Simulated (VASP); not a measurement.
Write the native input for VASP 6.6.1 that does the following.

- Task: single point
- Functional: PBE
- Potentials or basis: VASP PAW PBE potentials, release 64 (Ca_sv, Cd, S)
- Cutoff: 520 eV
- k mesh: 3 × 3 × 6
- Occupations: gaussian, width 0.1 eV
- Spin: no spin polarisation
- Dipole correction: no
- Further INCAR settings: ALGO = Normal; EDIFF = 1e-06; NBANDS = 35

The structure of CaCd2S3 lies in POSCAR:

```
CaCd2S3
1.0
    6.7779231100      0.0000000000      0.0000000000
   -3.3889615500      5.8698536000      0.0000000000
    0.0000000000      0.0000000000      3.5921408700
Ca Cd S
1 2 3
Direct
    0.0000000000      0.0000000000      0.0000000000
    0.6666666700      0.3333333300      0.0000000000
    0.3333333300      0.6666666700      0.0000000000
    0.0000000000      0.5000000000      0.5000000000
    0.5000000000      0.0000000000      0.5000000000
    0.5000000000      0.5000000000      0.5000000000
```

The cell was built from a structure type or drawn by symmetry, and may not be a known phase.

The input as run:

INCAR

```
ALGO     = Normal         # electronic algorithm
EDIFF    = 1E-6           # SCF threshold, eV
ENCUT    = 520            # plane-wave cutoff, eV
GGA      = PE             # functional
ISIF     = 2              # what is computed and relaxed
ISMEAR   = 0              # smearing method
LASPH    = True           # aspherical terms in the spheres
LCHARG   = True           # write CHGCAR
LELF     = True           # ELF
LREAL    = False          # projectors in reciprocal space
LVHAR    = True         
LWAVE    = False          # write WAVECAR
NBANDS   = 35             # bands
NELM     = 100            # most SCF steps
PREC     = Accurate       # precision mode
SIGMA    = 0.1            # smearing width, eV
```

KPOINTS

```
k-points
0
Gamma
  3 3 6
```

Potentials or basis: VASP PAW PBE potentials, release 64 (Ca_sv, Cd, S).

The run is started by

```bash
$ cat potpaw_PBE.64/Ca_sv/POTCAR potpaw_PBE.64/Cd/POTCAR potpaw_PBE.64/S/POTCAR > POTCAR
$ mpirun -np 1 vasp_std > vasp.out
```

It gave:

* Pressure: 2.3 GPa
* Band gap on the k mesh: zero (bands 26 and 27 overlap by 0.67 eV)

Caveat: semilocal functionals underestimate gaps, so a narrow gap can read as zero.

Run time: 94 s on 1 thread of AMD EPYC 7R13 (shared host), peak memory 0.24 GiB.
